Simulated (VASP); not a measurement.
# TaAs (I4_1md) in VASP: notebook

Runs on TaAs. Level: PBEsol. Tasks: single point, relaxation of cell and atoms.

All numbers are computed with VASP 6.6.1; they aren't measurements. Logs are shortened: lines on timing, memory, paths and dates and some standing lists are left out, and cuts for length are marked.

## Step 1: The cell of the first run

It takes space group I4_1md (No. 109, tetragonal). Conventional cell: a = 3.427 Å, b = 3.427 Å, c = 11.595 Å, α = 90.00°, β = 90.00°, γ = 90.00°. Ta (site symmetry 2mm) has 6 As at 2.59 to 2.60 Å and 4 Ta at 3.37 Å within 3.4 Å. As (site symmetry 2mm) has 6 Ta at 2.59 to 2.60 Å and 4 As at 3.37 Å within 3.4 Å.

## Step 2: Single point, PBEsol

Input file INCAR:

```
SYSTEM = TaAs
PREC = Accurate
ENCUT = 520
EDIFF = 1E-6
ISMEAR = 0
SIGMA = 0.03
LREAL = .FALSE.
LASPH = .TRUE.
NELM = 100
ALGO = Normal
ISIF = 2
LWAVE = .FALSE.
LCHARG = .FALSE.
GGA = PS
NBANDS = 24
```

Input file KPOINTS:

```
regular mesh
0
G
  10 10 10
  0 0 0
```

Input file POSCAR:

```
TaAs
1.0
   -1.7137323053      1.7137323053      5.7973908021
    1.7137323053     -1.7137323053      5.7973908021
    1.7137323053      1.7137323053     -5.7973908021
Ta As
2 2
Direct
    0.2502892667      0.7502892667      0.5000000000
    0.5002892667      0.5002892667      0.0000000000
    0.8323101533      0.3323101533      0.5000000000
    0.0823101533      0.0823101533      0.0000000000
```

Potentials or basis: VASP PAW PBE potentials, release 64 (Ta_pv, As).

Launch:

```
cat potpaw_PBE.64/Ta_pv/POTCAR potpaw_PBE.64/As/POTCAR > POTCAR
mpirun -np 1 vasp_std > vasp.out
```

OUTCAR:

```text
SYSTEM = TaAs
   PREC = Accurate
   ENCUT = 520
   EDIFF = 1E-6
   ISMEAR = 0
   LREAL = .FALSE.
   LASPH = .TRUE.
   NELM = 100
   ISIF = 2
   GGA = PS

 ion  position               nearest neighbor table
   1  0.250  0.750  0.500-   4 2.59   4 2.59   3 2.60   3 2.60   3 2.60   3 2.60   2 3.37   2 3.37
                             2 3.37   2 3.37
   2  0.500  0.500  0.000-   3 2.59   3 2.59   4 2.60   4 2.60   4 2.60   4 2.60   1 3.37   1 3.37
                             1 3.37   1 3.37
   3  0.832  0.332  0.500-   2 2.59   2 2.59   1 2.60   1 2.60   1 2.60   1 2.60
   4  0.082  0.082  0.000-   1 2.59   1 2.59   2 2.60   2 2.60   2 2.60   2 2.60

  LATTYP: Found a body centered tetragonal cell.
 ALAT       =     3.4274646106
 C/A-ratio  =     3.3829033765

  Lattice vectors:

 A1 = (  -1.7137323053,   1.7137323053,   5.7973908021)
 A2 = (   1.7137323053,  -1.7137323053,   5.7973908021)
 A3 = (   1.7137323053,   1.7137323053,  -5.7973908021)

Analysis of symmetry for initial positions (statically):
=====================================================================
 Subroutine PRICEL returns:
 Original cell was already a primitive cell.

 Routine SETGRP: Setting up the symmetry group for a
 body centered tetragonal supercell.

 Subroutine GETGRP returns: Found  8 space group operations
 (whereof  4 operations were pure point group operations)
 out of a pool of 16 trial point group operations.

The static configuration has the point symmetry C_2v.
 The point group associated with its full space group is C_4v.

Analysis of symmetry for dynamics (positions and initial velocities):
=====================================================================
 Subroutine PRICEL returns:
 Original cell was already a primitive cell.

 Routine SETGRP: Setting up the symmetry group for a
 body centered tetragonal supercell.

 Subroutine GETGRP returns: Found  8 space group operations
 (whereof  4 operations were pure point group operations)
 out of a pool of 16 trial point group operations.

The dynamic configuration has the point symmetry C_2v.
 The point group associated with its full space group is C_4v.

 Subroutine INISYM returns: Found  8 space group operations
 (whereof  4 operations are pure point group operations),
 and found     1 'primitive' translations

----------------------------------------------------------------------------------------

                                     Primitive cell

  volume of cell :      68.1049

  direct lattice vectors                    reciprocal lattice vectors
    -1.713732305  1.713732305  5.797390802     0.000000000  0.291760853  0.086245695
     1.713732305 -1.713732305  5.797390802     0.291760853  0.000000000  0.086245695
     1.713732305  1.713732305 -5.797390802     0.291760853  0.291760853  0.000000000

  length of vectors
     6.283589495  6.283589495  6.283589495     0.304241213  0.304241213  0.412612156

  position of ions in fractional coordinates (direct lattice)
     0.250289267  0.750289267  0.500000000
     0.500289267  0.500289267  0.000000000
     0.832310153  0.332310153  0.500000000
     0.082310153  0.082310153  0.000000000

  ion indices of the primitive-cell ions
   primitive index   ion index
                 1           1
                 2           2
                 3           3
                 4           4

----------------------------------------------------------------------------------------

 KPOINTS: regular mesh

Automatic generation of k-mesh.
 Grid dimensions read from file:
 generate k-points for:   10   10   10

 Generating k-lattice:

  Cartesian coordinates                     Fractional coordinates (reciprocal lattice)
     0.000000000  0.029176085  0.008624570     0.100000000  0.000000000 -0.000000000
     0.029176085  0.000000000  0.008624570     0.000000000  0.100000000 -0.000000000
     0.029176085  0.029176085  0.000000000     0.000000000  0.000000000  0.100000000

  Length of vectors
     0.030424121  0.030424121  0.041261216

  Shift w.r.t. Gamma in fractional coordinates (k-lattice)
     0.000000000  0.000000000  0.000000000

 Subroutine IBZKPT returns following result:
 ===========================================

 Found    102 irreducible k-points:

 Following reciprocal coordinates:
            Coordinates               Weight
  0.000000  0.000000  0.000000      1.000000
  0.100000  0.000000 -0.000000      8.000000
  0.200000  0.000000 -0.000000      8.000000
  0.300000  0.000000 -0.000000      8.000000
  0.400000 -0.000000  0.000000      8.000000
  0.500000  0.000000 -0.000000      4.000000
[... 16 lines left out ...]
  0.300000  0.300000 -0.000000      8.000000
  0.400000  0.300000 -0.000000     16.000000
 [... further k-points ...]
   k-points           NKPTS =    102   k-points in BZ     NKDIM =    102   number of bands    NBANDS=     24
   number of dos      NEDOS =    301   number of ions     NIONS =      4
   total plane-waves  NPLWV = 110592
   dimension x,y,z NGX =    48 NGY =   48 NGZ =   48
   dimension x,y,z NGXF=    96 NGYF=   96 NGZF=   96
   ions per type =               2   2
   NGX,Y,Z   is equivalent  to a cutoff of  12.70, 12.70, 12.70 a.u.
   NGXF,Y,Z  is equivalent  to a cutoff of  25.40, 25.40, 25.40 a.u.
 SYSTEM =  TaAs
   PREC   = accura    normal or accurate (medium, high low for compatibility)
   ISTART =      0    job   : 0-new  1-cont  2-samecut
   ICHARG =      2    charge: 1-file 2-atom 10-const
   ISPIN  =      1    spin polarized calculation?
   LNONCOLLINEAR =      F non collinear calculations
   LSORBIT =      F    spin-orbit coupling
   LASPH  =      T    aspherical Exc in radial PAW
   ENCUT  =  520.0 eV  38.22 Ry    6.18 a.u.  11.68 11.68 11.68*2*pi/ulx,y,z
   NELM   =    100;   NELMIN=  2; NELMDL= -5     # of ELM steps
   EDIFF  = 0.1E-05   stopping-criterion for ELM
   LREAL  =      F    real-space projection
   EDIFFG = 0.1E-04   stopping-criterion for IOM
   NSW    =      0    number of steps for IOM
   IBRION =     -1    ionic relax: 0-MD 1-quasi-New 2-CG
   NFREE  =      0    steps in history (QN), initial steepest desc. (CG)
   ISIF   =      2    stress and relaxation
   ISYM   =      2    0-nonsym 1-usesym 2-fastsym
   POTIM  = 0.5000    time-step for ionic-motion
   TEBEG  =    0.0;   TEEND  =   0.0 temperature during run
   PSTRESS=    0.0 pullay stress
   NELECT =      32.0000    total number of electrons
   NUPDOWN=      -1.0000    fix difference up-down
   EMIN   =  10.00;   EMAX   =-10.00  energy-range for DOS
   EFERMI =   0.00;   METHOD = LEGACY
   ISMEAR =     0;   SIGMA  =   0.03  broadening in eV -4-tet -1-fermi 0-gaus
   EFERMI_NEDOS =   21; number of points for ismear=-14 and -15
   IALGO  =     38    algorithm
   IMIX   =      4    mixing-type and parameters
     AMIX     =   0.40;   BMIX     =  1.00
     AMIX_MAG =   1.60;   BMIX_MAG =  1.00
  volume/ion in A,a.u.               =      17.03       114.90
  Fermi-wavevector in a.u.,A,eV,Ry     =   1.272717  2.405087 22.038847  1.619810
  Thomas-Fermi vector in A             =   2.405580
   LORBIT       =      0    0 simple, 1 ext, 2 COOP (PROOUT), +10 PAW based schemes
   GGA     = PS    functional components
   LHFCALC =     F    Hartree Fock is set to
   AEXX    =    0.0000 exact exchange contribution
   IVDW    =     0    specifies the selected vdW correction
   LEPSILON=     F    determine dielectric tensor
   LRPA    =     F    only Hartree local field effects (RPA)
 non-spin polarized calculation
 Gauss-broadening in eV      SIGMA  =   0.03
  energy-cutoff  :      520.00
  volume of cell :       68.10
 maximum number of plane-waves:      1850
   NGX = 23   NGY = 23   NGZ = 23

 number of electron      32.0000001 magnetization

 Free energy of the ion-electron system (eV)
  ---------------------------------------------------
  ext. energy  EPLUGINS =         0.00000000
  ---------------------------------------------------
  free energy    TOTEN  =       -37.72408804 eV

  energy without entropy =      -37.72374458  energy(sigma->0) =      -37.72391631

 E-fermi :   7.0060     XC(G=0): -12.1176

 val. band max:        7.0040960823   @ k =  -0.1000   0.5000   0.1000
 cond. band min:       7.0190667908   @ k =  -0.2000   0.3000   0.2000
 fundamental gap:      0.0149707084
 Fermi energy:         7.0059649463

 k-point     1 :       0.0000    0.0000    0.0000
  band No.  band energies     occupation
      1     -27.8640      2.00000
      2     -27.8123      2.00000
      3     -27.8123      2.00000
      4     -27.6550      2.00000
      5     -27.6550      2.00000
      6     -27.5977      2.00000
[... 16 lines left out ...]
     23      11.2124      0.00000
     24      11.2124      0.00000

 k-point     2 :       0.1000    0.0000   -0.0000
  band No.  band energies     occupation
      1     -27.8604      2.00000
      2     -27.8265      2.00000
      3     -27.8108      2.00000
      4     -27.6711      2.00000
      5     -27.6531      2.00000
      6     -27.5995      2.00000
[... 16 lines left out ...]
     23      10.9644      0.00000
     24      11.6877      0.00000

 k-point     3 :       0.2000    0.0000   -0.0000
  band No.  band energies     occupation
      1     -27.8831      2.00000
      2     -27.8311      2.00000
      3     -27.8067      2.00000
      4     -27.7109      2.00000
      5     -27.6481      2.00000
      6     -27.6065      2.00000
[... 16 lines left out ...]
     23      11.4992      0.00000
     24      12.6964      0.00000
[... 514 lines left out ...]
 k-point    23 :       0.3000    0.3000   -0.0000
  band No.  band energies     occupation
      1     -27.9210      2.00000
      2     -27.9196      2.00000
      3     -27.7718      2.00000
      4     -27.7513      2.00000
      5     -27.7093      2.00000
      6     -27.6451      2.00000
[... 16 lines left out ...]
     23      12.0584      0.00000
     24      12.5433      0.00000

 k-point    24 :       0.4000    0.3000   -0.0000
  band No.  band energies     occupation
      1     -27.9623      2.00000
      2     -27.9140      2.00000
      3     -27.7926      2.00000
      4     -27.7526      2.00000
      5     -27.7007      2.00000
      6     -27.6527      2.00000
[... 16 lines left out ...]
     23      12.0045      0.00000
     24      12.4468      0.00000

 [... further k-points ...]

------------------------ aborting loop because EDIFF is reached ----------------------------------------

  FORCE on cell =-STRESS in cart. coord.  units (eV):
  Direction    XX          YY          ZZ          XY          YZ          ZX
  --------------------------------------------------------------------------------------
  -------------------------------------------------------------------------------------
  Total        0.3080155      0.3080155      0.2361366      0.0000000      0.0000000      0.0000000
  in kB        7.2461059      7.2461059      5.5551436      0.0000000      0.0000000      0.0000000
  external PRESSURE =       6.6824518 kB  Pullay stress =       0.0000000 kB

 VOLUME and BASIS-vectors are now :
 -----------------------------------------------------------------------------
  energy-cutoff  :      520.00
  volume of cell :       68.10
      direct lattice vectors                 reciprocal lattice vectors
    -1.713732305  1.713732305  5.797390802     0.000000000  0.291760853  0.086245695
     1.713732305 -1.713732305  5.797390802     0.291760853  0.000000000  0.086245695
     1.713732305  1.713732305 -5.797390802     0.291760853  0.291760853  0.000000000

 POSITION                                       TOTAL-FORCE (eV/Angst)
 -----------------------------------------------------------------------------------
      1.71373     -0.00000      2.90205        -0.000000     -0.000000      0.001130
      0.00000      0.00000      5.80074         0.000000      0.000000      0.001130
      0.00000      1.71373      3.85306        -0.000000      0.000000     -0.001130
      0.00000      0.00000      0.95437         0.000000     -0.000000     -0.001130
 -----------------------------------------------------------------------------------
    total drift:                                0.000000      0.000000      0.000211

  FREE ENERGIE OF THE ION-ELECTRON SYSTEM (eV)
  ---------------------------------------------------
  free  energy   TOTEN  =       -37.7240880358 eV

  energy  without entropy=      -37.7237445821  energy(sigma->0) =      -37.72391631
```

Wall time 4 min (1 thread of Intel Xeon Platinum 8375C at 2.90GHz (Ice Lake), shared host); peak memory 0.42 GiB.

What came out:

* Free energy: -37.7241 eV
* Pressure: 0.7 GPa
* Band gap on the k mesh: 0.01 eV, indirect (the least direct gap lies 4.8 meV higher)

Levels at points of the mesh, in eV from the valence-band top:
```tsv
k point	band 12	band 13	band 14	band 15	band 16	band 17	band 18	band 19	band 20	band 21
(0.00, 0.00, 0.00)	-2.49	-2.40	-1.96	-1.63	-1.63	0.92	1.63	2.44	3.19	3.19
(0.50, 0.00, 0.00)	-3.49	-2.47	-2.29	-1.58	-0.21	0.14	1.44	2.35	2.53	3.14
(0.50, 0.50, 0.00)	-5.14	-3.18	-3.18	-1.13	-1.13	2.88	2.88	3.18	3.18	3.98
(0.50, 0.50, 0.50)	-2.91	-2.87	-2.87	-0.89	-0.89	1.25	1.25	2.40	2.40	3.25
```

Caveat: the PAW data sets were made with another functional, which shifts forces and pressure a little; spin-orbit coupling is left out, which moves the levels of the heavy elements.

## Step 3: Relaxation of cell and atoms, PBEsol

This run uses another cell than the first one, of 17.40 Å³/atom, 1.022 times its volume.

Input file INCAR:

```
  PREC = Accurate
  ENCUT = 600
  EDIFF = 1E-6
  ISMEAR = 0
  SIGMA = 0.03
  LREAL = False
  LASPH = True
  NELM = 100
  ALGO = Normal
  ISIF = 3
  LWAVE = False
  LCHARG = False
  GGA = PS
  IBRION = 2
  NSW = 100
  EDIFFG = -0.003
```

Input file KPOINTS:

```
regular mesh
0
Gamma
  10 10 10
```

Input file POSCAR:

```
TaAs
1.0
   -1.7218133622      1.7218133622      5.8679415361
    1.7218133622     -1.7218133622      5.8679415361
    1.7218133622      1.7218133622     -5.8679415361
Ta As
2 2
Direct
    0.2499673000      0.7499673000      0.5000000000
    0.4999673000      0.4999673000      0.0000000000
    0.8326321200      0.3326321200      0.5000000000
    0.0826321200      0.0826321200      0.0000000000
```

Potentials or basis: VASP PAW PBE potentials, release 64 (Ta_pv, As).

Launch:

```
cat potpaw_PBE.64/Ta_pv/POTCAR potpaw_PBE.64/As/POTCAR > POTCAR
mpirun -np 1 vasp_std > vasp.out
```

Wall time 40 min (1 thread of Intel Xeon Platinum 8375C at 2.90GHz (Ice Lake), shared host); peak memory 0.55 GiB.

The run converged. Its results:

```yaml
Free_energy: -37.7254 eV
Relaxed_volume: 17.09 Å³/atom
Relaxed_cell: a = 6.289 Å, b = 6.289 Å, c = 6.289 Å, α = 148.33°, β = 148.33°, γ = 45.39°
Space_group_after_relaxing_to_0.05_Å: I4_1md (No. 109)
Energy_gained_by_relaxing: 3.4 meV/atom
Ionic_steps: 11
Pressure_after_relaxing: 0.0 GPa
Band_gap_on_the_k_mesh: 0.01 eV, indirect (least direct gap 0.02 eV)
```

The path:
```csv
step,energy change (eV),largest force (eV/Å),pressure (GPa),volume (Å³)
1,0.0000,0.0286,-3.20,69.59
2,0.0339,0.0410,6.91,66.15
3,-0.0123,0.0326,0.01,68.39
4,-0.0123,0.0326,0.06,68.37
5,-0.0132,0.0270,0.06,68.34
6,-0.0134,0.0222,0.04,68.33
7,-0.0134,0.0090,-0.08,68.37
8,-0.0134,0.0021,-0.05,68.36
9,-0.0134,0.0051,0.05,68.31
10,-0.0134,0.0010,0.02,68.34
11,-0.0134,0.0002,0.02,68.34
```

Final structure:
```
CELL_PARAMETERS angstrom
-1.71597 1.71597 5.80244
1.71597 -1.71597 5.80244
1.71597 1.71597 -5.80244
ATOMIC_POSITIONS crystal
Ta 0.25030 0.75030 0.50000
Ta 0.50030 0.50030 0.00000
As 0.83230 0.33230 0.50000
As 0.08230 0.08230 0.00000
```

Levels at points of the mesh, in eV from the valence-band top:
| k point | band 13 | band 14 | band 15 | band 16 | band 17 | band 18 | band 19 | band 20 |
| --- | --- | --- | --- | --- | --- | --- | --- | --- |
| (0.00, 0.00, 0.00) | -2.38 | -1.95 | -1.62 | -1.62 | 0.92 | 1.62 | 2.43 | 3.17 |
| (0.50, 0.00, 0.00) | -2.47 | -2.29 | -1.57 | -0.20 | 0.14 | 1.43 | 2.34 | 2.51 |
| (0.50, 0.50, 0.00) | -3.18 | -3.18 | -1.13 | -1.13 | 2.86 | 2.86 | 3.16 | 3.16 |
| (0.50, 0.50, 0.50) | -2.86 | -2.86 | -0.90 | -0.90 | 1.25 | 1.25 | 2.39 | 2.39 |

Caveat: the PAW data sets were made with another functional, which shifts forces and pressure a little; spin-orbit coupling is left out, which moves the levels of the heavy elements. A k mesh can miss the band edges.
